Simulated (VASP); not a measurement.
Here is a VASP 6.6.1 calculation.

Contents of INCAR:

```
SYSTEM = Ta5F2
PREC = Accurate
ENCUT = 520
EDIFF = 1E-6
ISMEAR = 0
SIGMA = 0.1
LREAL = .FALSE.
LASPH = .TRUE.
NELM = 80
ALGO = Normal
ISIF = 2
LWAVE = .FALSE.
LCHARG = .FALSE.
GGA = PE
NBANDS = 44
```

KPOINTS

```
Automatic mesh
0
G
  12 12 2
  0 0 0
```

File POSCAR:

```
Ta5F2
1.0
    2.9347561072      0.0000000000      0.0000000000
   -1.4673780536      2.5415733428      0.0000000000
    0.0000000000      0.0000000000     16.1178167144
Ta F
5 2
Direct
    0.0000000000      0.0000000000      0.0000000000
    0.3333333333      0.6666666667      0.1557494480
    0.6666666667      0.3333333333      0.8442505520
    0.3333333333      0.6666666667      0.6886573595
    0.6666666667      0.3333333333      0.3113426405
    0.6666666667      0.3333333333      0.5986452846
    0.3333333333      0.6666666667      0.4013547154
```

Potentials or basis: VASP PAW PBE potentials, release 64 (Ta_pv, F).

Command:

```console
$ cat potpaw_PBE.64/Ta_pv/POTCAR potpaw_PBE.64/F/POTCAR > POTCAR
$ mpirun -np 1 vasp_std > vasp.out
```

**Question.** Predict the largest force.

**Answer.** 0.040 eV/Å.

**Question.** What does it give for the pressure?

**Answer.** 0.1 GPa.

Forces in eV/Å, atoms in the order of the input:
```
Ta   0.000  0.000  0.000
Ta   0.000  0.000  0.004
Ta   0.000  0.000 -0.004
Ta   0.000  0.000  0.040
Ta   0.000  0.000 -0.040
F    0.000  0.000 -0.040
F    0.000  0.000  0.040
```

Caveat: an odd number of electrons without spin polarisation forces a metal; a magnetic or distorted state may lie lower.
